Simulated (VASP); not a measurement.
# Mg in VASP: notebook

Runs on Mg. Level: PBEsol. Tasks: single point.

All numbers are computed with VASP 6.6.1; they aren't measurements. Logs are shortened: lines on timing, memory, paths and dates and some standing lists are left out, and cuts for length are marked.

### 1 The cell of the first run

The cell holds a slab with vacuum, 8 atoms: a = 3.188 Å, b = 5.108 Å, c = 25.124 Å, α = 90.00°, β = 90.00°, γ = 90.00°.

### 2 Single point, PBEsol

Input file INCAR:

```
ALGO = Fast
DIPOL = 0.5 0.5 0.500
EDIFF = 1E-6
ENCUT = 520
GGA = PS
IDIPOL = 3
ISIF = 2
ISMEAR = 0
LASPH = True
LCHARG = True
LDIPOL = True
LELF = True
LREAL = False
LVACPOTAV = True
LVHAR = True
LWAVE = False
NBANDS = 18
NELM = 60
PREC = Accurate
SIGMA = 0.1
```

Input file KPOINTS:

```
k-points
0
Gamma
  11 7 1
```

Input file POSCAR:

```
Mg
1.0
    3.1881999939      0.0000000000      0.0000000000
    0.0000000000      5.1084658709      0.0000000000
    0.0000000000      0.0000000000     25.1238946859
Mg
8
Direct
    0.0000000000      0.2500000000      0.2985205954
    0.0000000000      0.7500000000      0.3717858334
    0.5000000000      0.2500000000      0.4084184524
    0.5000000000      0.7500000000      0.4816836905
    0.0000000000      0.2500000000      0.5183163095
    0.0000000000      0.7500000000      0.5915815476
    0.5000000000      0.2500000000      0.6282141666
    0.5000000000      0.7500000000      0.7014794046
```

Potentials or basis: VASP PAW PBE potentials, release 64 (Mg).

The run is started by

```
cat potpaw_PBE.64/Mg/POTCAR > POTCAR
mpirun -np 1 vasp_std > vasp.out
```

OUTCAR:

```text
EDIFF = 1E-6
   ENCUT = 520
   GGA = PS
   ISIF = 2
   ISMEAR = 0
   LASPH = True
   LREAL = False
   NELM = 60
   PREC = Accurate

 ion  position               nearest neighbor table
   1  0.000  0.250  0.299-   2 3.15   2 3.15   3 3.19   3 3.19
   2  0.000  0.750  0.372-   1 3.15   1 3.15   3 3.15   3 3.15   3 3.15   3 3.15   4 3.19   4 3.19

   3  0.500  0.250  0.408-   2 3.15   2 3.15   2 3.15   2 3.15   4 3.15   4 3.15   1 3.19   1 3.19
                             5 3.19   5 3.19
   4  0.500  0.750  0.482-   5 3.15   5 3.15   5 3.15   5 3.15   3 3.15   3 3.15   2 3.19   2 3.19
                             6 3.19   6 3.19
   5  0.000  0.250  0.518-   4 3.15   4 3.15   4 3.15   4 3.15   6 3.15   6 3.15   3 3.19   3 3.19
                             7 3.19   7 3.19
   6  0.000  0.750  0.592-   7 3.15   7 3.15   7 3.15   7 3.15   5 3.15   5 3.15   8 3.19   8 3.19
                             4 3.19   4 3.19
   7  0.500  0.250  0.628-   8 3.15   8 3.15   6 3.15   6 3.15   6 3.15   6 3.15   5 3.19   5 3.19

   8  0.500  0.750  0.701-   7 3.15   7 3.15   6 3.19   6 3.19

  LATTYP: Found a simple orthorhombic cell.
 ALAT       =     3.1881999939
 B/A-ratio  =     1.6023040840
 C/A-ratio  =     7.8802756207

  Lattice vectors:

 A1 = (   3.1881999939,   0.0000000000,   0.0000000000)
 A2 = (   0.0000000000,   5.1084658709,   0.0000000000)
 A3 = (   0.0000000000,   0.0000000000,  25.1238946859)

Analysis of symmetry for initial positions (statically):
=====================================================================
 Subroutine PRICEL returns:
 Original cell was already a primitive cell.

 Routine SETGRP: Setting up the symmetry group for a
 simple orthorhombic supercell.

 Subroutine GETGRP returns: Found  8 space group operations
 (whereof  2 operations were pure point group operations)
 out of a pool of  8 trial point group operations.

The static configuration has the point symmetry C_1h.
 The point group associated with its full space group is D_2h.

Analysis of symmetry for dynamics (positions and initial velocities):
=====================================================================
 Subroutine PRICEL returns:
 Original cell was already a primitive cell.

 Routine SETGRP: Setting up the symmetry group for a
 simple orthorhombic supercell.

 Subroutine GETGRP returns: Found  8 space group operations
 (whereof  2 operations were pure point group operations)
 out of a pool of  8 trial point group operations.

The dynamic configuration has the point symmetry C_1h.
 The point group associated with its full space group is D_2h.

 Subroutine INISYM returns: Found  8 space group operations
 (whereof  2 operations are pure point group operations),
 and found     1 'primitive' translations

----------------------------------------------------------------------------------------

                                     Primitive cell

  volume of cell :     409.1881

  direct lattice vectors                    reciprocal lattice vectors
     3.188199994  0.000000000  0.000000000     0.313656609  0.000000000  0.000000000
     0.000000000  5.108465871  0.000000000     0.000000000  0.195753486  0.000000000
     0.000000000  0.000000000 25.123894686     0.000000000  0.000000000  0.039802746

  length of vectors
     3.188199994  5.108465871 25.123894686     0.313656609  0.195753486  0.039802746

  position of ions in fractional coordinates (direct lattice)
     0.000000000  0.250000000  0.298520595
     0.000000000  0.750000000  0.371785833
     0.500000000  0.250000000  0.408418452
     0.500000000  0.750000000  0.481683690
     0.000000000  0.250000000  0.518316310
     0.000000000  0.750000000  0.591581548
     0.500000000  0.250000000  0.628214167
     0.500000000  0.750000000  0.701479405

  ion indices of the primitive-cell ions
   primitive index   ion index
                 1           1
                 2           2
                 3           3
                 4           4
                 5           5
                 6           6
                 7           7
                 8           8

----------------------------------------------------------------------------------------

 KPOINTS: k-points

Automatic generation of k-mesh.
 Grid dimensions read from file:
 generate k-points for:   11    7    1

 Generating k-lattice:

  Cartesian coordinates                     Fractional coordinates (reciprocal lattice)
     0.028514237  0.000000000  0.000000000     0.090909091  0.000000000  0.000000000
     0.000000000  0.027964784  0.000000000     0.000000000  0.142857143  0.000000000
     0.000000000  0.000000000  0.039802746     0.000000000  0.000000000  1.000000000

  Length of vectors
     0.028514237  0.027964784  0.039802746

  Shift w.r.t. Gamma in fractional coordinates (k-lattice)
     0.000000000  0.000000000  0.000000000

 Subroutine IBZKPT returns following result:
 ===========================================

 Found     24 irreducible k-points:

 Following reciprocal coordinates:
            Coordinates               Weight
  0.000000  0.000000  0.000000      1.000000
  0.090909  0.000000  0.000000      2.000000
  0.181818  0.000000  0.000000      2.000000
  0.272727  0.000000  0.000000      2.000000
  0.363636  0.000000  0.000000      2.000000
  0.454545  0.000000  0.000000      2.000000
[... 16 lines left out ...]
  0.363636  0.428571  0.000000      4.000000
  0.454545  0.428571  0.000000      4.000000
   k-points           NKPTS =     24   k-points in BZ     NKDIM =     24   number of bands    NBANDS=     18
   number of dos      NEDOS =    301   number of ions     NIONS =      8
   total plane-waves  NPLWV = 184320
   dimension x,y,z NGX =    24 NGY =   40 NGZ =  192
   dimension x,y,z NGXF=    48 NGYF=   80 NGZF=  384
   ions per type =               8
   NGX,Y,Z   is equivalent  to a cutoff of  12.51, 13.02, 12.70 a.u.
   NGXF,Y,Z  is equivalent  to a cutoff of  25.03, 26.03, 25.41 a.u.
 SYSTEM =  unknown system
   PREC   = accura    normal or accurate (medium, high low for compatibility)
   ISTART =      0    job   : 0-new  1-cont  2-samecut
   ICHARG =      2    charge: 1-file 2-atom 10-const
   ISPIN  =      1    spin polarized calculation?
   LNONCOLLINEAR =      F non collinear calculations
   LSORBIT =      F    spin-orbit coupling
   LASPH  =      T    aspherical Exc in radial PAW
   ENCUT  =  520.0 eV  38.22 Ry    6.18 a.u.   5.93  9.50 46.71*2*pi/ulx,y,z
   NELM   =     60;   NELMIN=  2; NELMDL= -5     # of ELM steps
   EDIFF  = 0.1E-05   stopping-criterion for ELM
   LREAL  =      F    real-space projection
[... 7 lines left out ...]
   TEBEG  =    0.0;   TEEND  =   0.0 temperature during run
   PSTRESS=    0.0 pullay stress
   NELECT =      16.0000    total number of electrons
   NUPDOWN=      -1.0000    fix difference up-down
   EMIN   =  10.00;   EMAX   =-10.00  energy-range for DOS
   EFERMI =   0.00;   METHOD = LEGACY
   ISMEAR =     0;   SIGMA  =   0.10  broadening in eV -4-tet -1-fermi 0-gaus
   EFERMI_NEDOS =   21; number of points for ismear=-14 and -15
   IALGO  =     68    algorithm
   IMIX   =      4    mixing-type and parameters
     AMIX     =   0.40;   BMIX     =  1.00
     AMIX_MAG =   1.60;   BMIX_MAG =  1.00
  volume/ion in A,a.u.               =      51.15       345.17
  Fermi-wavevector in a.u.,A,eV,Ry     =   0.555657  1.050040  4.200870  0.308755
  Thomas-Fermi vector in A             =   1.589489
   LORBIT       =      0    0 simple, 1 ext, 2 COOP (PROOUT), +10 PAW based schemes
   GGA     = PS    functional components
   LHFCALC =     F    Hartree Fock is set to
   AEXX    =    0.0000 exact exchange contribution
   IVDW    =     0    specifies the selected vdW correction
   LEPSILON=     F    determine dielectric tensor
   LRPA    =     F    only Hartree local field effects (RPA)
 non-spin polarized calculation
 RMM-DIIS sequential band-by-band and
 Gauss-broadening in eV      SIGMA  =   0.10
  energy-cutoff  :      520.00
  volume of cell :      409.19
 maximum number of plane-waves:     11106
 NGX is ok and might be reduce to    24
   NGX = 11   NGY = 19   NGZ = 93

 number of electron      16.0000000 magnetization

 dipolmoment           0.000000      0.000000      0.000000 electrons x Angstroem

 Free energy of the ion-electron system (eV)
  ---------------------------------------------------
  ext. energy  EPLUGINS =         0.00000000
  ---------------------------------------------------
  free energy    TOTEN  =       -11.77881518 eV

  energy without entropy =      -11.75671152  energy(sigma->0) =      -11.76776335

 E-fermi :  -0.8488     XC(G=0):  -4.6681

 val. band max:       -0.8588496644   @ k =   0.1818   0.1429   0.0000
 cond. band min:      -0.7797326549   @ k =   0.0909   0.2857   0.0000
 fundamental gap:      0.0791170095
 Fermi energy:        -0.8488183764

 k-point     1 :       0.0000    0.0000    0.0000
  band No.  band energies     occupation
      1      -7.5523      2.00000
      2      -6.7408      2.00000
      3      -5.5127      2.00000
      4      -4.0655      2.00000
      5      -2.5992      2.00000
      6      -2.2055      2.00000
[... 10 lines left out ...]
     17       2.6810      0.00000
     18       2.7060      0.00000

 k-point     2 :       0.0909    0.0000    0.0000
  band No.  band energies     occupation
      1      -7.4299      2.00000
      2      -6.6193      2.00000
      3      -5.3922      2.00000
      4      -3.9465      2.00000
      5      -2.4801      2.00000
      6      -2.0939      2.00000
[... 10 lines left out ...]
     17       2.8167      0.00000
     18       3.3283      0.00000

 k-point     3 :       0.1818    0.0000    0.0000
  band No.  band energies     occupation
      1      -7.0639      2.00000
      2      -6.2556      2.00000
      3      -5.0318      2.00000
      4      -3.5904      2.00000
      5      -2.1243      2.00000
      6      -1.7590      2.00000
[... 10 lines left out ...]
     17       2.6596      0.00000
     18       2.9371      0.00000

 k-point     4 :       0.2727    0.0000    0.0000
  band No.  band energies     occupation
      1      -6.4570      2.00000
      2      -5.6526      2.00000
      3      -4.4343      2.00000
      4      -2.9998      2.00000
      5      -1.5381      2.00000
      6      -1.2002      2.00000
[... 10 lines left out ...]
     17       2.3012      0.00000
     18       2.9113      0.00000

 k-point     5 :       0.3636    0.0000    0.0000
  band No.  band energies     occupation
      1      -5.6140      2.00000
      2      -4.8154      2.00000
      3      -3.6055      2.00000
      4      -2.1798      2.00000
      5      -1.7546      2.00000
      6      -1.0193      1.98409
[... 10 lines left out ...]
     17       2.5031      0.00000
     18       2.9045      0.00000

 k-point     6 :       0.4545    0.0000    0.0000
  band No.  band energies     occupation
      1      -4.5420      2.00000
      2      -3.7532      2.00000
      3      -3.2474      2.00000
      4      -2.5810      2.00000
      5      -2.4417      2.00000
      6      -1.3102      2.00000
[... 307 lines left out ...]
 k-point    21 :       0.1818    0.4286    0.0000
  band No.  band energies     occupation
      1      -6.0197      2.00000
      2      -5.3017      2.00000
      3      -5.1414      2.00000
      4      -4.5141      2.00000
      5      -3.9163      2.00000
      6      -3.3464      2.00000
[... 10 lines left out ...]
     17       3.7909      0.00000
     18       3.9481      0.00000

 k-point    22 :       0.2727    0.4286    0.0000
  band No.  band energies     occupation
      1      -5.4197      2.00000
      2      -4.7061      2.00000
      3      -4.5467      2.00000
      4      -3.9234      2.00000
      5      -3.3273      2.00000
      6      -2.7618      2.00000
[... 10 lines left out ...]
     17       3.0093      0.00000
     18       3.0912      0.00000

 k-point    23 :       0.3636    0.4286    0.0000
  band No.  band energies     occupation
      1      -4.5868      2.00000
      2      -3.8806      2.00000
      3      -3.7219      2.00000
      4      -3.1074      2.00000
      5      -2.5156      2.00000
      6      -1.9678      2.00000
[... 10 lines left out ...]
     17       2.4767      0.00000
     18       2.7204      0.00000

 k-point    24 :       0.4545    0.4286    0.0000
  band No.  band energies     occupation
      1      -3.5304      2.00000
      2      -2.8432      2.00000
      3      -2.6830      2.00000
      4      -2.2691      2.00000
      5      -2.1396      2.00000
      6      -1.6773      2.00000
[... 10 lines left out ...]
     17       1.8671      0.00000
     18       2.0447      0.00000

------------------------ aborting loop because EDIFF is reached ----------------------------------------

  FORCE on cell =-STRESS in cart. coord.  units (eV):
  Direction    XX          YY          ZZ          XY          YZ          ZX
  --------------------------------------------------------------------------------------
  -------------------------------------------------------------------------------------
  Total       -3.2010785     -0.9533718      0.3688307     -0.0000000     -0.0000000      0.0000000
  in kB      -12.5338326     -3.7329302      1.4441579     -0.0000000     -0.0000000      0.0000000
  external PRESSURE =      -4.9408683 kB  Pullay stress =       0.0000000 kB

 VOLUME and BASIS-vectors are now :
 -----------------------------------------------------------------------------
  energy-cutoff  :      520.00
  volume of cell :      409.19
      direct lattice vectors                 reciprocal lattice vectors
     3.188199994  0.000000000  0.000000000     0.313656609  0.000000000  0.000000000
     0.000000000  5.108465871  0.000000000     0.000000000  0.195753486  0.000000000
     0.000000000  0.000000000 25.123894686     0.000000000  0.000000000  0.039802746

 POSITION                                       TOTAL-FORCE (eV/Angst)
 -----------------------------------------------------------------------------------
      0.00000      1.27712      7.50000        -0.000000     -0.000000      0.041605
      0.00000      3.83135      9.34071         0.000000      0.000000     -0.083886
      1.59410      1.27712     10.26106         0.000000     -0.000000     -0.057888
      1.59410      3.83135     12.10177         0.000000     -0.000000      0.010255
      0.00000      1.27712     13.02212         0.000000     -0.000000     -0.010255
      0.00000      3.83135     14.86283         0.000000     -0.000000      0.057888
      1.59410      1.27712     15.78319         0.000000     -0.000000      0.083886
      1.59410      3.83135     17.62389        -0.000000      0.000000     -0.041605
 -----------------------------------------------------------------------------------
    total drift:                                0.000000      0.000000      0.000000

  FREE ENERGIE OF THE ION-ELECTRON SYSTEM (eV)
  ---------------------------------------------------
  free  energy   TOTEN  =       -11.7788151766 eV

  energy  without entropy=      -11.7567115184  energy(sigma->0) =      -11.76776335

 vacuum level on the upper side and lower side of the slab         2.892         2.892
```

Wall time 6.9 min (1 thread of AMD EPYC 7R13, shared host); peak memory 0.45 GiB.

Results:

```
Free energy            : -11.7788 eV
Largest force          : 0.084 eV/Å
Band gap on the k mesh : zero (band 8 reaches 0.07 eV, above the bottom of band 9 at -1.40 eV)
```

Forces on the atoms (eV/Å):
```
Mg   0.000  0.000  0.042
Mg   0.000  0.000 -0.084
Mg   0.000  0.000 -0.058
Mg   0.000  0.000  0.010
Mg   0.000  0.000 -0.010
Mg   0.000  0.000  0.058
Mg   0.000  0.000  0.084
Mg   0.000  0.000 -0.042
```

Caveat: the PAW data sets were made with another functional, which shifts forces and pressure a little.

### 3 Single point, PBEsol

Input file INCAR:

```
SYSTEM = Mg
  ALGO = Fast
  DIPOL = 0.5 0.5 0.500
  EDIFF = 1E-7
  ENCUT = 520
  GGA = PS
  IDIPOL = 3
  ISIF = 2
  ISMEAR = 0
  LASPH = .TRUE.
  LCHARG = .FALSE.
  LDIPOL = .TRUE.
  LREAL = .FALSE.
  LWAVE = .FALSE.
  NBANDS = 18
  NELM = 80
  PREC = Accurate
  SIGMA = 0.1
```

Input file KPOINTS:

```
k-points
0
G
  11 7 1
  0 0 0
```

Input file POSCAR:

```
Mg
1.0
    3.1881999939      0.0000000000      0.0000000000
    0.0000000000      5.1084658709      0.0000000000
    0.0000000000      0.0000000000     25.1238946859
Mg
8
Direct
    0.0000000000      0.2500000000      0.2979654787
    0.0000000000      0.7500000000      0.3694573856
    0.5000000000      0.2500000000      0.4073353274
    0.5000000000      0.7500000000      0.4812784171
    0.0000000000      0.2500000000      0.5187215833
    0.0000000000      0.7500000000      0.5926646743
    0.5000000000      0.2500000000      0.6305426162
    0.5000000000      0.7500000000      0.7020345173
```

Potentials or basis: VASP PAW PBE potentials, release 64 (Mg).

The run is started by

```
cat potpaw_PBE.64/Mg/POTCAR > POTCAR
mpirun -np 1 vasp_std > vasp.out
```

Run time: 8.7 min. Hardware: 1 thread of AMD EPYC 7R13, shared host; peak memory 0.45 GiB.

It converged, with:

| Quantity | Value |
| --- | --- |
| Free energy | -11.7846 eV |
| Largest force | 0.015 eV/Å |
| Band gap on the k mesh | zero (band 8 reaches 0.08 eV, above the bottom of band 9 at -1.42 eV) |

Forces on the atoms (eV/Å):
```
Mg   0.000  0.000  0.015
Mg   0.000  0.000 -0.006
Mg   0.000  0.000  0.004
Mg   0.000  0.000  0.000
Mg   0.000  0.000  0.000
Mg   0.000  0.000 -0.004
Mg   0.000  0.000  0.006
Mg   0.000  0.000 -0.015
```

Levels at points of the mesh, in eV from the Fermi level:
```tsv
k point	band 4	band 5	band 6	band 7	band 8	band 9	band 10	band 11	band 12	band 13
(0.00, 0.00, 0.00)	-3.21	-1.75	-1.30	-0.72	-0.59	-0.26	0.13	0.57	1.38	1.43
```

Caveat: the PAW data sets were made with another functional, which shifts forces and pressure a little.
